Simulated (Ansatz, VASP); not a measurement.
# Ca5GeN2: VASP beside Ansatz

```
Ca Ge N
1.0
     0.00000    0.00000    4.88293
    -4.90987    0.00000    0.00000
     2.45494   -7.33323    0.00000
Ca Ge N
5 1 2
Direct
  0.00000 0.32989 0.65977
  0.00000 0.67011 0.34023
  0.50000 0.13910 0.27820
  0.50000 0.86090 0.72180
  0.00000 0.00000 0.00000
  0.50000 0.50000 0.00000
  0.00000 0.16492 0.32985
  0.00000 0.83508 0.67015
```

Alike in both runs: task single point; functional PBE; k mesh 4 × 6 × 6; occupations gaussian, width 0.2 eV; no spin polarisation.

|  | VASP | Ansatz |
| --- | --- | --- |
| version | VASP 6.6.1 | Ansatz 0.2.0 |
| potentials or method | VASP PAW PBE potentials, release 64 (Ca_sv, Ge_d, N), cutoff 520 eV | scalar-relativistic, plane waves, PAW |
| valence electrons in the cell | 74 | 74 |

|  | VASP | Ansatz | Ansatz less VASP |
| --- | --- | --- | --- |
| gap on the k mesh at the Fermi level (eV) | none | none | - |
| pressure (GPa) | 0.2 | 0.0 | -0.21 |
| traceless stress, the component that is largest in VASP (GPa) | 0.12 | 0.10 | -0.020 |
| rms of the force components (eV/Å) | 0.010 | 0.013 | +0.0031 |

Atom by atom the forces differ by 0.006 eV/Å (rms over components). A gap of «none» marks a metal or a gap that the smearing closes. The functional is the same, so the differences come from potentials, cutoffs and numerics.
